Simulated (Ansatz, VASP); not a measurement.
In: VASP beside Ansatz

```xyz
1
Lattice="3.2322 0.0000 0.0000 -1.1631 3.1131 0.0000 -1.0027 -1.6188 2.6521" Properties=species:S:1:pos:R:3 pbc="T T T"
In   -0.0583   -0.0173   -0.0543
```

Change from the starting cell: cell strained at random at fixed volume.

Alike in both runs: functional PBEsol; k mesh 10 × 10 × 10; occupations tetrahedron; no spin polarisation.

|  | VASP | Ansatz |
| --- | --- | --- |
| version | VASP 6.6.1 | Ansatz 0.2.0 |
| potentials or method | VASP PAW PBE potentials, release 64 (In_d), cutoff 500 eV | all-electron PAW datasets made for the crystal |
| task | single point | band structure |

Ansatz gave:

| Quantity | Value |
| --- | --- |
| gap on the k mesh at the Fermi level (eV) | none |
| pressure (GPa) | -1.0 |
| traceless stress, the component that is largest in VASP (GPa) | -0.44 |

What did VASP give for the same quantities?

gap on the k mesh at the Fermi level (eV): none; pressure (GPa): -1.0; traceless stress, the component that is largest in VASP (GPa): -0.41.

VASP's potentials were made for PBE, not for PBEsol. A gap of «none» marks a metal or a gap that the smearing closes. Ansatz ran all-electron here, and VASP with PAW potentials.
